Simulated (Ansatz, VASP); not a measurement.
**One calculation of Lu, two programs**

```
CELL_PARAMETERS angstrom
3.38239 0.00000 0.00000
-1.69120 2.92924 0.00000
0.00000 0.00000 5.25241
ATOMIC_POSITIONS crystal
Lu 0.33333 0.66667 0.25000
Lu 0.66667 0.33333 0.75000
```

Alike in both runs: task single point; functional LDA; k mesh 11 × 11 × 6; occupations fermi-dirac, width 1 eV; no spin polarisation.

|  | VASP | Ansatz |
| --- | --- | --- |
| version | VASP 6.6.1 | Ansatz 0.2.0 |
| potentials or method | VASP PAW PBE potentials, release 64 (Lu), cutoff 520 eV | plane waves (420 eV) with PAW, scalar-relativistic |
| valence electrons in the cell | 50 | 50 |

Ansatz gave:

* pressure (GPa): 5.2
* traceless stress, the component that is largest in VASP (GPa): 2.55

Question: Which values does VASP return?

Answer: Pressure (GPa): 5.8; traceless stress, the component that is largest in VASP (GPa): 2.56.

VASP's potentials were made for PBE, not for LDA, and Ansatz warns of the same on its side. LDA's correlation is that of Perdew and Zunger in VASP and of Perdew and Wang (1992) in Ansatz.

Neither program's run includes spin-orbit coupling.
